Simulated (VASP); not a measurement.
# W (C2/m) in VASP: single point with LDA

Aim: the single point of W with LDA.

Everything below comes from runs of VASP 6.6.1. Logs are shortened: lines on timing, memory, paths and dates and some standing lists are left out, and cuts for length are marked.

## Step 1: The cell of the first run

Symmetry: C2/m, No. 12, monoclinic system. Conventional cell: a = 3.973 Å, b = 3.973 Å, c = 3.973 Å, α = 90.00°, β = 90.00°, γ = 90.00°. W (site symmetry m) has 12 W at 2.68 to 2.94 Å within 3.5 Å.

## Step 2: Single point, LDA (atoms displaced along several vibrational modes)

Input file INCAR:

```
ALGO = Fast
EDIFF = 1E-7
ENCUT = 520
ISIF = 2
ISMEAR = 0
LASPH = True
LCHARG = True
LELF = True
LREAL = False
LVHAR = True
LWAVE = False
NBANDS = 21
NELM = 80
PREC = Accurate
SIGMA = 0.15
```

Input file KPOINTS:

```
k-points
0
Gamma
  16 16 12
```

Input file POSCAR:

```
W
1.0
    0.0000000000     -1.9862702900     -1.9862702900
    0.0000000000      1.9862702900     -1.9862702900
    3.9725405800      0.0000000000      0.0000000000
W
2
Direct
    0.5101698143      0.4898301857      0.4863059926
   -0.0101698143      0.0101698143      0.0136940074
```

Potentials or basis: VASP PAW LDA potentials, release 64 (W_sv).

The run is started by

```bash
> cat potpaw_LDA.64/W_sv/POTCAR > POTCAR
> mpirun -np 1 vasp_std > vasp.out
```

OUTCAR:

```text
EDIFF = 1E-7
   ENCUT = 520
   ISIF = 2
   ISMEAR = 0
   LASPH = True
   LREAL = False
   NELM = 80
   PREC = Accurate

 ion  position               nearest neighbor table
   1  0.510  0.490  0.486-   2 2.68   2 2.73   2 2.73   2 2.79   2 2.83   2 2.89   2 2.89   2 2.94

   2  0.990  0.010  0.014-   1 2.68   1 2.73   1 2.73   1 2.79   1 2.83   1 2.89   1 2.89   1 2.94

  LATTYP: Found a simple tetragonal cell.
 ALAT       =     2.8090103827
 C/A-ratio  =     1.4142135624

  Lattice vectors:

 A1 = (   0.0000000000,  -1.9862702900,  -1.9862702900)
 A2 = (   0.0000000000,   1.9862702900,  -1.9862702900)
 A3 = (   3.9725405800,   0.0000000000,   0.0000000000)

Analysis of symmetry for initial positions (statically):
=====================================================================
 Subroutine PRICEL returns:
 Original cell was already a primitive cell.

 Routine SETGRP: Setting up the symmetry group for a
 simple tetragonal supercell.

 Subroutine GETGRP returns: Found  4 space group operations
 (whereof  2 operations were pure point group operations)
 out of a pool of 16 trial point group operations.

The static configuration has the point symmetry C_1h.
 The point group associated with its full space group is C_2h.

Analysis of symmetry for dynamics (positions and initial velocities):
=====================================================================
 Subroutine PRICEL returns:
 Original cell was already a primitive cell.

 Routine SETGRP: Setting up the symmetry group for a
 simple tetragonal supercell.

 Subroutine GETGRP returns: Found  4 space group operations
 (whereof  2 operations were pure point group operations)
 out of a pool of 16 trial point group operations.

The dynamic configuration has the point symmetry C_1h.
 The point group associated with its full space group is C_2h.

 Subroutine INISYM returns: Found  4 space group operations
 (whereof  2 operations are pure point group operations),
 and found     1 'primitive' translations

----------------------------------------------------------------------------------------

                                     Primitive cell

  volume of cell :      31.3455

  direct lattice vectors                    reciprocal lattice vectors
     0.000000000 -1.986270290 -1.986270290     0.000000000 -0.251728077 -0.251728077
     0.000000000  1.986270290 -1.986270290     0.000000000  0.251728077 -0.251728077
     3.972540580  0.000000000  0.000000000     0.251728077  0.000000000  0.000000000

  length of vectors
     2.809010383  2.809010383  3.972540580     0.355997260  0.355997260  0.251728077

  position of ions in fractional coordinates (direct lattice)
     0.510169814  0.489830186  0.486305993
     0.989830186  0.010169814  0.013694007

  ion indices of the primitive-cell ions
   primitive index   ion index
                 1           1
                 2           2

----------------------------------------------------------------------------------------

 KPOINTS: k-points

Automatic generation of k-mesh.
 Grid dimensions read from file:
 generate k-points for:   16   16   12

 Generating k-lattice:

  Cartesian coordinates                     Fractional coordinates (reciprocal lattice)
     0.000000000 -0.015733005 -0.015733005     0.062500000  0.000000000  0.000000000
     0.000000000  0.015733005 -0.015733005     0.000000000  0.062500000  0.000000000
     0.020977340  0.000000000  0.000000000     0.000000000  0.000000000  0.083333333

  Length of vectors
     0.022249829  0.022249829  0.020977340

  Shift w.r.t. Gamma in fractional coordinates (k-lattice)
     0.000000000  0.000000000  0.000000000

 Subroutine IBZKPT returns following result:
 ===========================================

 Found    826 irreducible k-points:

 Following reciprocal coordinates:
            Coordinates               Weight
  0.000000  0.000000  0.000000      1.000000
  0.062500  0.000000  0.000000      4.000000
  0.125000  0.000000  0.000000      4.000000
  0.187500  0.000000  0.000000      4.000000
  0.250000  0.000000  0.000000      4.000000
  0.312500  0.000000  0.000000      4.000000
[... 16 lines left out ...]
 -0.062500  0.437500  0.000000      4.000000
  0.500000  0.062500  0.000000      4.000000
 [... further k-points ...]
   k-points           NKPTS =    826   k-points in BZ     NKDIM =    826   number of bands    NBANDS=     21
   number of dos      NEDOS =    301   number of ions     NIONS =      2
   total plane-waves  NPLWV =  17280
   dimension x,y,z NGX =    24 NGY =   24 NGZ =   30
   dimension x,y,z NGXF=    48 NGYF=   48 NGZF=   60
   ions per type =               2
   NGX,Y,Z   is equivalent  to a cutoff of  14.20, 14.20, 12.55 a.u.
   NGXF,Y,Z  is equivalent  to a cutoff of  28.41, 28.41, 25.11 a.u.
 SYSTEM =  unknown system
   PREC   = accura    normal or accurate (medium, high low for compatibility)
   ISTART =      0    job   : 0-new  1-cont  2-samecut
   ICHARG =      2    charge: 1-file 2-atom 10-const
   ISPIN  =      1    spin polarized calculation?
   LNONCOLLINEAR =      F non collinear calculations
   LSORBIT =      F    spin-orbit coupling
   LASPH  =      T    aspherical Exc in radial PAW
   ENCUT  =  520.0 eV  38.22 Ry    6.18 a.u.   5.22  5.22  7.39*2*pi/ulx,y,z
   NELM   =     80;   NELMIN=  2; NELMDL= -5     # of ELM steps
   EDIFF  = 0.1E-06   stopping-criterion for ELM
   LREAL  =      F    real-space projection
   EDIFFG = 0.1E-05   stopping-criterion for IOM
   NSW    =      0    number of steps for IOM
   IBRION =     -1    ionic relax: 0-MD 1-quasi-New 2-CG
   NFREE  =      0    steps in history (QN), initial steepest desc. (CG)
   ISIF   =      2    stress and relaxation
   ISYM   =      2    0-nonsym 1-usesym 2-fastsym
   POTIM  = 0.5000    time-step for ionic-motion
   TEBEG  =    0.0;   TEEND  =   0.0 temperature during run
   PSTRESS=    0.0 pullay stress
   NELECT =      28.0000    total number of electrons
   NUPDOWN=      -1.0000    fix difference up-down
   EMIN   =  10.00;   EMAX   =-10.00  energy-range for DOS
   EFERMI =   0.00;   METHOD = LEGACY
   ISMEAR =     0;   SIGMA  =   0.15  broadening in eV -4-tet -1-fermi 0-gaus
   EFERMI_NEDOS =   21; number of points for ismear=-14 and -15
   IALGO  =     68    algorithm
   IMIX   =      4    mixing-type and parameters
     AMIX     =   0.40;   BMIX     =  1.00
     AMIX_MAG =   1.60;   BMIX_MAG =  1.00
  volume/ion in A,a.u.               =      15.67       105.76
  Fermi-wavevector in a.u.,A,eV,Ry     =   1.576652  2.979440 33.821789  2.485831
  Thomas-Fermi vector in A             =   2.677453
   LORBIT       =      0    0 simple, 1 ext, 2 COOP (PROOUT), +10 PAW based schemes
   GGA     = CA    functional components
   LHFCALC =     F    Hartree Fock is set to
   AEXX    =    0.0000 exact exchange contribution
   IVDW    =     0    specifies the selected vdW correction
   LEPSILON=     F    determine dielectric tensor
   LRPA    =     F    only Hartree local field effects (RPA)
 non-spin polarized calculation
 RMM-DIIS sequential band-by-band and
 Gauss-broadening in eV      SIGMA  =   0.15
  energy-cutoff  :      520.00
  volume of cell :       31.35
 maximum number of plane-waves:       888
 NGX is ok and might be reduce to    24
   NGX = 11   NGY = 11   NGZ = 15

 number of electron      27.9999995 magnetization

 Free energy of the ion-electron system (eV)
  ---------------------------------------------------
  ext. energy  EPLUGINS =         0.00000000
  ---------------------------------------------------
  free energy    TOTEN  =       -27.12941031 eV

  energy without entropy =      -27.10451828  energy(sigma->0) =      -27.11696430

 E-fermi :  11.0323     XC(G=0): -13.8725

 val. band max:       11.0303252056   @ k =   0.1250   0.0000   0.4167
 cond. band min:      11.0334226291   @ k =   0.0625  -0.3125   0.1667
 fundamental gap:      0.0030974235
 Fermi energy:        11.0323151185

 k-point     1 :       0.0000    0.0000    0.0000
  band No.  band energies     occupation
      1     -62.1308      2.00000
      2     -61.9383      2.00000
      3     -27.2279      2.00000
      4     -26.4486      2.00000
      5     -26.4451      2.00000
      6     -25.9422      2.00000
[... 13 lines left out ...]
     20      17.1342      0.00000
     21      23.2848      0.00000

 k-point     2 :       0.0625    0.0000    0.0000
  band No.  band energies     occupation
      1     -62.1273      2.00000
      2     -61.9384      2.00000
      3     -27.2144      2.00000
      4     -26.4727      2.00000
      5     -26.4397      2.00000
      6     -25.9684      2.00000
[... 13 lines left out ...]
     20      17.7514      0.00000
     21      22.5218      0.00000

 k-point     3 :       0.1250    0.0000    0.0000
  band No.  band energies     occupation
      1     -62.1171      2.00000
      2     -61.9388      2.00000
      3     -27.1746      2.00000
      4     -26.5446      2.00000
      5     -26.4190      2.00000
      6     -26.0637      2.00000
[... 13 lines left out ...]
     20      19.0320      0.00000
     21      21.2776      0.00000

 k-point     4 :       0.1875    0.0000    0.0000
  band No.  band energies     occupation
      1     -62.1011      2.00000
      2     -61.9402      2.00000
      3     -27.1119      2.00000
      4     -26.6479      2.00000
      5     -26.3869      2.00000
      6     -26.2068      2.00000
[... 13 lines left out ...]
     20      20.0672      0.00000
     21      20.4853      0.00000

 k-point     5 :       0.2500    0.0000    0.0000
  band No.  band energies     occupation
      1     -62.0809      2.00000
      2     -61.9432      2.00000
      3     -27.0323      2.00000
      4     -26.7627      2.00000
      5     -26.3848      2.00000
      6     -26.3326      2.00000
[... 13 lines left out ...]
     20      19.0930      0.00000
     21      21.9854      0.00000
[... 382 lines left out ...]
     20      18.5343      0.00000
     21      24.1100      0.00000

 k-point    22 :       0.4375    0.0625    0.0000
  band No.  band energies     occupation
      1     -62.0115      2.00000
      2     -61.9673      2.00000
      3     -26.9922      2.00000
      4     -26.9345      2.00000
      5     -26.5901      2.00000
      6     -26.3438      2.00000
[... 13 lines left out ...]
     20      18.5019      0.00000
     21      23.7088      0.00000

 k-point    23 :      -0.0625    0.4375    0.0000
  band No.  band energies     occupation
      1     -62.0115      2.00000
      2     -61.9674      2.00000
      3     -26.9917      2.00000
      4     -26.9351      2.00000
      5     -26.5898      2.00000
      6     -26.3443      2.00000
[... 13 lines left out ...]
     20      18.5079      0.00000
     21      23.6984      0.00000

 k-point    24 :       0.5000    0.0625    0.0000
  band No.  band energies     occupation
      1     -61.9999      2.00000
      2     -61.9755      2.00000
      3     -26.9884      2.00000
      4     -26.9776      2.00000
      5     -26.5369      2.00000
      6     -26.4053      2.00000
[... 13 lines left out ...]
     20      18.2707      0.00000
     21      23.7284      0.00000

 [... further k-points ...]

------------------------ aborting loop because EDIFF is reached ----------------------------------------

  FORCE on cell =-STRESS in cart. coord.  units (eV):
  Direction    XX          YY          ZZ          XY          YZ          ZX
  --------------------------------------------------------------------------------------
  -------------------------------------------------------------------------------------
  Total        0.0450265      1.0273351      1.2182158     -0.3530087      0.0000000      0.0000000
  in kB        2.3014639     52.5106835     62.2672656    -18.0435068      0.0000000      0.0000000
  external PRESSURE =      39.0264710 kB  Pullay stress =       0.0000000 kB

 VOLUME and BASIS-vectors are now :
 -----------------------------------------------------------------------------
  energy-cutoff  :      520.00
  volume of cell :       31.35
      direct lattice vectors                 reciprocal lattice vectors
     0.000000000 -1.986270290 -1.986270290     0.000000000 -0.251728077 -0.251728077
     0.000000000  1.986270290 -1.986270290     0.000000000  0.251728077 -0.251728077
     3.972540580  0.000000000  0.000000000     0.251728077  0.000000000  0.000000000

 POSITION                                       TOTAL-FORCE (eV/Angst)
 -----------------------------------------------------------------------------------
      1.93187     -0.04040     -1.98627         1.678311      0.262022      0.000000
      0.05440     -1.94587     -1.98627        -1.678311     -0.262022      0.000000
 -----------------------------------------------------------------------------------
    total drift:                               -0.000000     -0.000000      0.000000

  FREE ENERGIE OF THE ION-ELECTRON SYSTEM (eV)
  ---------------------------------------------------
  free  energy   TOTEN  =       -27.1294103060 eV

  energy  without entropy=      -27.1045182850  energy(sigma->0) =      -27.11696430
```

Wall time 11 min (1 thread of Intel Xeon Platinum 8259CL at 2.50GHz (Skylake/Cascade Lake), shared host); peak memory 0.49 GiB.

What came out:

| Property | Result |
| --- | --- |
| Free energy | -27.1294 eV |
| Pressure | 3.9 GPa |
| Largest force | 1.699 eV/Å |
| Band gap on the k mesh | zero (bands 14 and 15 overlap by 3.92 eV) |

Forces in eV/Å, atoms in the order of the input:
```
W    1.678  0.262  0.000
W   -1.678 -0.262  0.000
```

Caveat: the cell differs from its parent crystal (atoms displaced along several vibrational modes); the stress differs along the axes, from 0 to 6 GPa; spin-orbit coupling is left out, which moves the levels of the heavy elements; forces of over 1 eV/Å act on the atoms, so gaps and moduli don't describe the material at rest.
